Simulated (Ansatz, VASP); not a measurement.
## C: VASP beside Ansatz

The input INCAR:

```
ALGO = Normal
EDIFF = 1E-6
ENCUT = 520
GGA = PS
ISIF = 2
ISMEAR = 0
LASPH = True
LCHARG = True
LELF = True
LREAL = False
LVHAR = True
LWAVE = False
NBANDS = 21
NELM = 100
PREC = Accurate
SIGMA = 0.05
```

KPOINTS

```
k-points
0
Gamma
  15 15 3
```

Contents of POSCAR:

```
C
1.0
   -2.4589102530      0.0000000000      0.0000000000
   -1.2294551265     -2.1294787447      0.0000000000
    0.0000000000      0.0000000000     10.6443044874
C
6
Direct
    0.6666666667      0.6666666667      0.1689709930
    1.0000000000      0.0000000000      0.8450323552
    0.3333333333      0.3333333333      0.5070016741
    0.6666666667      0.6666666667      0.8450872473
    1.0000000000      1.0000000000      0.5070565662
    0.3333333333      0.3333333333      0.1690258850
```

Input for Ansatz:

```yaml
crystal:
  lattice:
    - [-2.458910253, 0.0, 0.0]
    - [-1.2294551265, -2.1294787447, 0.0]
    - [0.0, 0.0, 10.6443044874]
  atoms:
    - { symbol: C, position: [0.6666666667, 0.6666666667, 0.168970993] }
    - { symbol: C, position: [1.0, 0.0, 0.8450323552] }
    - { symbol: C, position: [0.3333333333, 0.3333333333, 0.5070016741] }
    - { symbol: C, position: [0.6666666667, 0.6666666667, 0.8450872473] }
    - { symbol: C, position: [1.0, 1.0, 0.5070565662] }
    - { symbol: C, position: [0.3333333333, 0.3333333333, 0.169025885] }
basis:
  ecutwfc: 420
kpoints:
  mp_grid: { grid: [15, 15, 3] }
hamiltonian:
  xc: pbesol
scf:
  occupations: { method: gaussian, width: 0.05 }
output:
  forces: true
  stress: true
  eigenvalues: true
  write_density: true
  write_potential: true
  elf: true
  volumetric_format: npy
```

Alike in both runs: task single point; functional PBEsol; k mesh 15 × 15 × 3; occupations gaussian, width 0.05 eV; no spin polarisation.

```csv
,VASP,Ansatz
version,VASP 6.6.1,Ansatz 0.2.0
potentials or method,"VASP PAW PBE potentials, release 64 (C), cutoff 520 eV","scalar-relativistic, plane waves, PAW"
valence electrons in the cell,24,24
```

|  | VASP | Ansatz | Ansatz less VASP |
| --- | --- | --- | --- |
| gap on the k mesh at the Fermi level (eV) | 0.44 | 0.44 | 0.000 |
| least direct gap on the mesh (eV) | 0.44 | 0.44 | 0.000 |
| pressure (GPa) | 0.7 | 0.1 | -0.64 |
| traceless stress, the component that is largest in VASP (GPa) | -0.57 | 0.14 | +0.711 |
| rms of the force components (eV/Å) | 0.005 | 0.005 | -0.0001 |

VASP's potentials were made for PBE, not for PBEsol. Atom by atom the forces differ by 0.000 eV/Å (rms over components).
